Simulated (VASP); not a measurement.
A run of VASP 6.6.1:

Contents of INCAR:

```
ALGO     = Normal         # electronic algorithm
EDIFF    = 1E-7           # SCF threshold, eV
ENCUT    = 520            # plane-wave cutoff, eV
GGA      = PS             # functional
ISIF     = 2              # what is computed and relaxed
ISMEAR   = 0              # smearing method
LASPH    = True           # aspherical terms in the spheres
LCHARG   = False          # write CHGCAR
LREAL    = False          # projectors in reciprocal space
LWAVE    = False          # write WAVECAR
NBANDS   = 14             # bands
NELM     = 100            # most SCF steps
PREC     = Accurate       # precision mode
SIGMA    = 0.1            # smearing width, eV
```

File KPOINTS:

```
k-points
0
Gamma
  18 18 18
```

File POSCAR:

```
VH2
1.0
    0.0000000000      2.1027043110      2.1027043110
    2.1027043110      0.0000000000      2.1027043110
    2.1027043110      2.1027043110      0.0000000000
V H
1 2
Direct
    0.0000000000      0.0000000000      0.0000000000
    0.2500000000      0.2500000000      0.2500000000
    0.7500000000      0.7500000000      0.7500000000
```

Potentials or basis: VASP PAW PBE potentials, release 64 (V_sv, H).

Command:

```sh
$ cat potpaw_PBE.64/V_sv/POTCAR potpaw_PBE.64/H/POTCAR > POTCAR
$ mpirun -np 1 vasp_std > vasp.out
```

Hardware: 1 thread of AMD EPYC 9R45 96-Core Processor (Zen 5) (shared host).

Estimate the wall time of this run.

Wall time 21 s on 1 thread of AMD EPYC 9R45 96-Core Processor (Zen 5) (shared host), peak memory 0.14 GiB. Counts: scf iterations 13, k points 195.
